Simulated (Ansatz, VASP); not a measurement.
# GaSb: VASP beside Ansatz

```
Ga Sb
1.0
     0.00000    3.08560    3.08560
     3.08560    0.00000    3.08560
     3.08560    3.08560    0.00000
Ga Sb
1 1
Direct
  0.00000 0.00000 0.00000
  0.75000 0.75000 0.75000
```

Alike in both runs: task single point; functional revPBE; dispersion D4; k mesh 6 × 6 × 6; occupations gaussian, width 0.05 eV; no spin polarisation.

|  | VASP | Ansatz |
| --- | --- | --- |
| version | VASP 6.6.1 | Ansatz 0.2.0 |
| potentials or method | VASP PAW PBE potentials, release 64 (Ga_d, Sb), cutoff 500 eV | scalar-relativistic, plane waves, PAW |
| valence electrons in the cell | 18 | 28 |

|  | VASP | Ansatz | Ansatz less VASP |
| --- | --- | --- | --- |
| gap on the k mesh at the Fermi level (eV) | none | none | - |
| pressure (GPa) | -1.7 | -1.7 | -0.06 |

VASP's potentials were made for PBE, not for revPBE. A gap of «none» marks a metal or a gap that the smearing closes. VASP's potentials hold 18 valence electrons a cell and Ansatz's 28, so a difference there can come from the potentials and not from the codes.

Neither program's run includes spin-orbit coupling.
